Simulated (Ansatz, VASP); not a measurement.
# Two plane-wave programs on Ta3S5

```
Ta S
1.0
     5.91123    0.00000    0.00000
    -2.95562    5.11928    0.00000
     0.00000    0.00000    4.75086
Ta S
3 5
Direct
  0.50000 0.00000 0.00000
  0.00000 0.50000 0.00000
  0.50000 0.50000 0.00000
  0.50000 0.00000 0.50000
  0.00000 0.50000 0.50000
  0.50000 0.50000 0.50000
  0.00000 0.00000 0.75559
  0.00000 0.00000 0.24441
```

Alike in both runs: task relaxation of cell and atoms; functional PBE; k mesh 6 × 6 × 8; occupations gaussian, width 0.1 eV; no spin polarisation.

|  | VASP | Ansatz |
| --- | --- | --- |
| version | VASP 6.6.1 | Ansatz 0.2.0 |
| potentials or method | VASP PAW PBE potentials, release 64 (Ta_pv, S), cutoff 600 eV | scalar-relativistic, plane waves, PAW |
| valence electrons in the cell | 63 | 69 |

```tsv
	VASP	Ansatz	Ansatz less VASP
gap on the k mesh at the Fermi level, each at its own relaxed structure (eV)	none	none	-
relaxed volume (Å³/atom)	18.23	19.36	+1.131
relaxed cell length with the largest relative difference (Å)	5.971	6.215	+0.2443
```

A gap of «none» marks a metal or a gap that the smearing closes. VASP's potentials hold 63 valence electrons a cell and Ansatz's 69, so a difference there can come from the potentials and not from the codes.

Neither program's run includes spin-orbit coupling.
